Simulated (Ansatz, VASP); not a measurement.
# Cd: VASP beside Ansatz

```
Cd
1.0
    -1.80015    1.80015    1.80015
     1.80015   -1.80015    1.80015
     1.80015    1.80015   -1.80015
Cd
1
Direct
  0.00000 0.00000 0.00000
```

Alike in both runs: functional PBE; k mesh 16 × 16 × 16; occupations fermi-dirac, width 0.05 eV; no spin polarisation.

Ansatz relaxed the structure, and its values are those at the end. VASP's run is a single point on that final structure, the one shown.

```csv
,VASP,Ansatz
version,VASP 6.6.1,Ansatz 0.2.0
potentials or method,"VASP PAW PBE potentials, release 64 (Cd)","PAW with Ansatz's default frozen-core files, scalar-relativistic"
plane-wave cutoff (eV),520,420
valence electrons in the cell,12,20
```

```csv
,VASP,Ansatz,Ansatz less VASP
pressure (GPa),0.2,0.0,-0.21
```

VASP's potentials hold 12 valence electrons a cell and Ansatz's 20, so a difference there can come from the potentials and not from the codes.
